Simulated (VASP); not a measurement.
Write the native input for VASP 6.6.1 that does the following.

```yaml
Task: single point
Functional: PBEsol
Potentials_or_basis: VASP PAW PBE potentials, release 64 (B, N)
Cutoff: 520 eV
k_mesh: 12 × 12 × 12
Occupations: gaussian, width 0.05 eV
Spin: no spin polarisation
Dipole_correction: no
Further_INCAR_settings: ALGO = Normal; EDIFF = 1e-07; NBANDS = 11
```

The structure of BN lies in POSCAR:

```
BN
1.0
    0.0000000000      1.7060992614      2.0473191137
    1.7060992614      0.0000000000      2.0473191137
    1.7060992614      1.7060992614      0.0000000000
B N
1 1
Direct
    0.0000000000      0.0000000000      0.0000000000
    0.7500000000      0.7500000000      0.7500000000
```

This cell differs from its parent crystal: ratio of the length along z to the lengths across it x 1.2, volume and fractional coordinates fixed.

One way to write it, as run:

INCAR

```
SYSTEM = BN
PREC = Accurate
ENCUT = 520
EDIFF = 1E-7
ISMEAR = 0
SIGMA = 0.05
LREAL = .FALSE.
LASPH = .TRUE.
NELM = 60
ALGO = Normal
ISIF = 2
LWAVE = .FALSE.
LCHARG = .TRUE.
GGA = PS
LELF = .TRUE.
LVHAR = .TRUE.
NBANDS = 11
```

KPOINTS

```
regular mesh
0
G
  12 12 12
  0 0 0
```

Potentials or basis: VASP PAW PBE potentials, release 64 (B, N).

The run is started by

```sh
$ cat potpaw_PBE.64/B/POTCAR potpaw_PBE.64/N/POTCAR > POTCAR
$ mpirun -np 1 vasp_std > vasp.out
```

It gave:

| Item | Value |
| --- | --- |
| Pressure | -5.4 GPa |
| Band gap on the k mesh | 2.61 eV, indirect (least direct gap 6.86 eV) |

Caveat: the PAW data sets were made with another functional, which shifts forces and pressure a little.

Run time: 16 s on 1 thread of Intel(R) Xeon(R) Platinum 8259CL CPU @ 2.50GHz (Skylake/Cascade Lake), with other jobs on the host, peak memory 0.13 GiB.
